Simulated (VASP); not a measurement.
# TePb (P6_3/mmc) in VASP: notebook, part 3 of 3

VASP 6.6.1. The steps go on from the part before.

### Step 6. Single point, PBE (volume changed by +3%)

File INCAR:

```
PREC = Accurate
ENCUT = 520
EDIFF = 1E-7
ISMEAR = 0
SIGMA = 0.01
LREAL = F
LASPH = T
NELM = 80
ALGO = Normal
ISIF = 2
LWAVE = F
LCHARG = F
GGA = PE
NBANDS = 28
```

File KPOINTS:

```
regular mesh
0
Gamma
  6 6 4
```

File POSCAR:

```
TePb
1.0
    5.5823468470      0.0000000000      0.0000000000
   -2.7911734235      4.8344541822      0.0000000000
    0.0000000000      0.0000000000      6.6836973835
Pb Te
2 2
Direct
    0.3333333333      0.6666666667      0.2500000000
    0.6666666667      0.3333333333      0.7500000000
    0.6666666667      0.3333333333      0.2500000000
    0.3333333333      0.6666666667      0.7500000000
```

Potentials or basis: VASP PAW PBE potentials, release 64 (Pb_d, Te).

Run with:

```bash
cat potpaw_PBE.64/Pb_d/POTCAR potpaw_PBE.64/Te/POTCAR > POTCAR
mpirun -np 1 vasp_std > vasp.out
```

OUTCAR:

```text
PREC = Accurate
   ENCUT = 520
   EDIFF = 1E-7
   ISMEAR = 0
   LREAL = F
   LASPH = T
   NELM = 80
   ISIF = 2
   GGA = PE

 ion  position               nearest neighbor table
   1  0.333  0.667  0.250-   3 3.22   3 3.22   3 3.22   4 3.34   4 3.34
   2  0.667  0.333  0.750-   4 3.22   4 3.22   4 3.22   3 3.34   3 3.34
   3  0.667  0.333  0.250-   1 3.22   1 3.22   1 3.22   2 3.34   2 3.34
   4  0.333  0.667  0.750-   2 3.22   2 3.22   2 3.22   1 3.34   1 3.34

  LATTYP: Found a hexagonal cell.
 ALAT       =     5.5823468470
 C/A-ratio  =     1.1972916708

  Lattice vectors:

 A1 = (   5.5823468470,   0.0000000000,   0.0000000000)
 A2 = (  -2.7911734235,   4.8344541822,   0.0000000000)
 A3 = (   0.0000000000,   0.0000000000,   6.6836973835)

Analysis of symmetry for initial positions (statically):
=====================================================================
 Subroutine PRICEL returns:
 Original cell was already a primitive cell.

 Routine SETGRP: Setting up the symmetry group for a
 hexagonal supercell.

 Subroutine GETGRP returns: Found 24 space group operations
 (whereof 12 operations were pure point group operations)
 out of a pool of 24 trial point group operations.

The static configuration has the point symmetry D_3d.
 The point group associated with its full space group is D_6h.

Analysis of symmetry for dynamics (positions and initial velocities):
=====================================================================
 Subroutine PRICEL returns:
 Original cell was already a primitive cell.

 Routine SETGRP: Setting up the symmetry group for a
 hexagonal supercell.

 Subroutine GETGRP returns: Found 24 space group operations
 (whereof 12 operations were pure point group operations)
 out of a pool of 24 trial point group operations.

The dynamic configuration has the point symmetry D_3d.
 The point group associated with its full space group is D_6h.

 Subroutine INISYM returns: Found 24 space group operations
 (whereof 12 operations are pure point group operations),
 and found     1 'primitive' translations

----------------------------------------------------------------------------------------

                                     Primitive cell

  volume of cell :     180.3770

  direct lattice vectors                    reciprocal lattice vectors
     5.582346847  0.000000000  0.000000000     0.179136128  0.103424292  0.000000000
    -2.791173424  4.834454182  0.000000000     0.000000000  0.206848584  0.000000000
     0.000000000  0.000000000  6.683697384     0.000000000  0.000000000  0.149617785

  length of vectors
     5.582346847  5.582346847  6.683697384     0.206848584  0.206848584  0.149617785

  position of ions in fractional coordinates (direct lattice)
     0.333333333  0.666666667  0.250000000
     0.666666667  0.333333333  0.750000000
     0.666666667  0.333333333  0.250000000
     0.333333333  0.666666667  0.750000000

  ion indices of the primitive-cell ions
   primitive index   ion index
                 1           1
                 2           2
                 3           3
                 4           4

----------------------------------------------------------------------------------------

 KPOINTS: regular mesh

Automatic generation of k-mesh.
 Grid dimensions read from file:
 generate k-points for:    6    6    4

 Generating k-lattice:

  Cartesian coordinates                     Fractional coordinates (reciprocal lattice)
     0.029856021  0.017237382  0.000000000     0.166666667  0.000000000  0.000000000
     0.000000000  0.034474764  0.000000000     0.000000000  0.166666667  0.000000000
     0.000000000  0.000000000  0.037404446     0.000000000  0.000000000  0.250000000

  Length of vectors
     0.034474764  0.034474764  0.037404446

  Shift w.r.t. Gamma in fractional coordinates (k-lattice)
     0.000000000  0.000000000  0.000000000

 Subroutine IBZKPT returns following result:
 ===========================================

 Found     21 irreducible k-points:

 Following reciprocal coordinates:
            Coordinates               Weight
  0.000000  0.000000  0.000000      1.000000
  0.166667  0.000000  0.000000      6.000000
  0.333333  0.000000  0.000000      6.000000
  0.500000  0.000000  0.000000      3.000000
  0.166667  0.166667  0.000000      6.000000
  0.333333  0.166667  0.000000     12.000000
[... 13 lines left out ...]
  0.333333  0.166667  0.500000     12.000000
  0.333333  0.333333  0.500000      2.000000
   k-points           NKPTS =     21   k-points in BZ     NKDIM =     21   number of bands    NBANDS=     28
   number of dos      NEDOS =    301   number of ions     NIONS =      4
   total plane-waves  NPLWV =  88200
   dimension x,y,z NGX =    42 NGY =   42 NGZ =   50
   dimension x,y,z NGXF=    84 NGYF=   84 NGZF=  100
   ions per type =               2   2
   NGX,Y,Z   is equivalent  to a cutoff of  12.51, 12.51, 12.44 a.u.
   NGXF,Y,Z  is equivalent  to a cutoff of  25.02, 25.02, 24.87 a.u.
 SYSTEM =  unknown system
   PREC   = accura    normal or accurate (medium, high low for compatibility)
   ISTART =      0    job   : 0-new  1-cont  2-samecut
   ICHARG =      2    charge: 1-file 2-atom 10-const
   ISPIN  =      1    spin polarized calculation?
   LNONCOLLINEAR =      F non collinear calculations
   LSORBIT =      F    spin-orbit coupling
   LASPH  =      T    aspherical Exc in radial PAW
   ENCUT  =  520.0 eV  38.22 Ry    6.18 a.u.  10.38 10.38 12.43*2*pi/ulx,y,z
   NELM   =     80;   NELMIN=  2; NELMDL= -5     # of ELM steps
   EDIFF  = 0.1E-06   stopping-criterion for ELM
   LREAL  =      F    real-space projection
   EDIFFG = 0.1E-05   stopping-criterion for IOM
   NSW    =      0    number of steps for IOM
   IBRION =     -1    ionic relax: 0-MD 1-quasi-New 2-CG
   NFREE  =      0    steps in history (QN), initial steepest desc. (CG)
   ISIF   =      2    stress and relaxation
   ISYM   =      2    0-nonsym 1-usesym 2-fastsym
   POTIM  = 0.5000    time-step for ionic-motion
   TEBEG  =    0.0;   TEEND  =   0.0 temperature during run
   PSTRESS=    0.0 pullay stress
   NELECT =      40.0000    total number of electrons
   NUPDOWN=      -1.0000    fix difference up-down
   EMIN   =  10.00;   EMAX   =-10.00  energy-range for DOS
   EFERMI =   0.00;   METHOD = LEGACY
   ISMEAR =     0;   SIGMA  =   0.01  broadening in eV -4-tet -1-fermi 0-gaus
   EFERMI_NEDOS =   21; number of points for ismear=-14 and -15
   IALGO  =     38    algorithm
   IMIX   =      4    mixing-type and parameters
     AMIX     =   0.40;   BMIX     =  1.00
     AMIX_MAG =   1.60;   BMIX_MAG =  1.00
  volume/ion in A,a.u.               =      45.09       304.31
  Fermi-wavevector in a.u.,A,eV,Ry     =   0.990911  1.872550 13.359613  0.981904
  Thomas-Fermi vector in A             =   2.122615
   LORBIT       =      0    0 simple, 1 ext, 2 COOP (PROOUT), +10 PAW based schemes
   GGA     = PE    functional components
   LHFCALC =     F    Hartree Fock is set to
   AEXX    =    0.0000 exact exchange contribution
   IVDW    =     0    specifies the selected vdW correction
   LEPSILON=     F    determine dielectric tensor
   LRPA    =     F    only Hartree local field effects (RPA)
 non-spin polarized calculation
 Gauss-broadening in eV      SIGMA  =   0.01
  energy-cutoff  :      520.00
  volume of cell :      180.38
 maximum number of plane-waves:      4879
 NGX is ok and might be reduce to    42
   NGX = 21   NGY = 21   NGZ = 25

 number of electron      40.0000010 magnetization

 Free energy of the ion-electron system (eV)
  ---------------------------------------------------
  ext. energy  EPLUGINS =         0.00000000
  ---------------------------------------------------
  free energy    TOTEN  =       -14.68076238 eV

  energy without entropy =      -14.68076238  energy(sigma->0) =      -14.68076238

 E-fermi :   3.1208     XC(G=0):  -7.7535

 val. band max:        3.0503127704   @ k =   0.3333   0.3333   0.5000
 cond. band min:       4.2190422061   @ k =   0.3333   0.3333   0.5000
 fundamental gap:      1.1687294357
 Fermi energy:         3.1208226016

 k-point     1 :       0.0000    0.0000    0.0000
  band No.  band energies     occupation
      1     -13.7389      2.00000
      2     -13.7132      2.00000
      3     -13.7132      2.00000
      4     -13.7126      2.00000
      5     -13.7126      2.00000
      6     -13.7060      2.00000
[... 640 lines left out ...]
     27       8.5142      0.00000
     28       8.5142      0.00000

------------------------ aborting loop because EDIFF is reached ----------------------------------------

  FORCE on cell =-STRESS in cart. coord.  units (eV):
  Direction    XX          YY          ZZ          XY          YZ          ZX
  --------------------------------------------------------------------------------------
  -------------------------------------------------------------------------------------
  Total       -0.8891418     -0.8891418     -0.9641382      0.0000000      0.0000000      0.0000000
  in kB       -7.8976987     -7.8976987     -8.5638457      0.0000000      0.0000000      0.0000000
  external PRESSURE =      -8.1197477 kB  Pullay stress =       0.0000000 kB

 VOLUME and BASIS-vectors are now :
 -----------------------------------------------------------------------------
  energy-cutoff  :      520.00
  volume of cell :      180.38
      direct lattice vectors                 reciprocal lattice vectors
     5.582346847  0.000000000  0.000000000     0.179136128  0.103424292  0.000000000
    -2.791173424  4.834454182  0.000000000     0.000000000  0.206848584  0.000000000
     0.000000000  0.000000000  6.683697384     0.000000000  0.000000000  0.149617785

 POSITION                                       TOTAL-FORCE (eV/Angst)
 -----------------------------------------------------------------------------------
     -0.00000      3.22297      1.67092        -0.000000      0.000000      0.000000
      2.79117      1.61148      5.01277         0.000000     -0.000000     -0.000000
      2.79117      1.61148      1.67092        -0.000000     -0.000000      0.000000
     -0.00000      3.22297      5.01277        -0.000000     -0.000000      0.000000
 -----------------------------------------------------------------------------------
    total drift:                                0.000000      0.000000     -0.000000

  FREE ENERGIE OF THE ION-ELECTRON SYSTEM (eV)
  ---------------------------------------------------
  free  energy   TOTEN  =       -14.6807623784 eV

  energy  without entropy=      -14.6807623784  energy(sigma->0) =      -14.68076238
```

It took 54 s on 1 thread of Intel Xeon 6975P-C (Granite Rapids), shared host; peak memory 0.33 GiB.

What came out:

```yaml
Free_energy: -14.6808 eV
Pressure: -0.8 GPa
Band_gap_on_the_k_mesh: 1.17 eV, direct
```

Caveat: spin-orbit coupling is left out, which moves the levels of the heavy elements.

### Step 7. Single point, PBE (volume changed by +6%)

File INCAR:

```
PREC = Accurate
ENCUT = 520
EDIFF = 1E-7
ISMEAR = 0
SIGMA = 0.01
LREAL = False
LASPH = True
NELM = 60
ALGO = Normal
ISIF = 2
LWAVE = False
LCHARG = True
GGA = PE
LELF = True
LVHAR = True
NBANDS = 28
```

KPOINTS is that of step 6.

File POSCAR:

```
TePb
1.0
    5.6360265520      0.0000000000      0.0000000000
   -2.8180132760      4.8809421704      0.0000000000
    0.0000000000      0.0000000000      6.7479676472
Pb Te
2 2
Direct
    0.3333333333      0.6666666667      0.2500000000
    0.6666666667      0.3333333333      0.7500000000
    0.6666666667      0.3333333333      0.2500000000
    0.3333333333      0.6666666667      0.7500000000
```

Run with:

```bash
cat potpaw_PBE.64/Pb_d/POTCAR potpaw_PBE.64/Te/POTCAR > POTCAR
mpirun -np 1 vasp_std > vasp.out
```

Run time: 55 s. Hardware: 1 thread of Intel Xeon 6975P-C (Granite Rapids), shared host; peak memory 0.33 GiB.

The run converged. Its results:

```yaml
Free_energy: -14.6434 eV
Pressure: -1.5 GPa
Band_gap_on_the_k_mesh: 1.19 eV, direct
```

Stress tensor (GPa, compression positive):
```
-1.47  0.00  0.00
 0.00 -1.47  0.00
 0.00  0.00 -1.57
```

Levels at points of the mesh, in eV from the valence-band top:
```tsv
k point	band 18	band 19	band 20	band 21	band 22	band 23
(0.00, 0.00, 0.00)	-1.13	-1.13	-1.12	1.49	1.49	2.88
(0.50, 0.00, 0.00)	-1.66	-1.51	-0.32	2.29	3.28	3.38
(0.00, 0.00, 0.50)	-1.76	-0.99	-0.99	1.94	1.94	1.94
(0.50, 0.00, 0.50)	-1.14	-0.50	-0.50	1.33	1.33	2.63
```

Caveat: spin-orbit coupling is left out, which moves the levels of the heavy elements.

### Step 8. Summary

```csv
cell,gap on the mesh (eV),pressure (GPa)
"a = 5.415, b = 5.415, c = 6.483 Å, angles 90.0, 90.0, 120.0°, 4 atoms",1.06,2.1
"a = 5.472, b = 5.472, c = 6.551 Å, angles 90.0, 90.0, 120.0°, 4 atoms",1.10,1.0
"a = 5.498, b = 5.498, c = 6.575 Å, angles 90.0, 90.0, 120.0°, 4 atoms",1.13,0.5
"a = 5.528, b = 5.528, c = 6.618 Å, angles 90.0, 90.0, 120.0°, 4 atoms",1.14,0.0
"a = 5.582, b = 5.582, c = 6.684 Å, angles 90.0, 90.0, 120.0°, 4 atoms",1.17,-0.8
"a = 5.636, b = 5.636, c = 6.748 Å, angles 90.0, 90.0, 120.0°, 4 atoms",1.19,-1.5
```

Alike in all rows: task single point; level PBE; potentials or basis VASP PAW PBE potentials, release 64 (Pb_d, Te); no spin polarisation; k mesh 6 × 6 × 4; cutoff (eV) 520; smearing gaussian 0.01 eV.

Caveats: spin-orbit coupling is left out, which moves the levels of the heavy elements.

Total energies depend on the potentials used, so only differences within one code and one set of settings carry meaning.
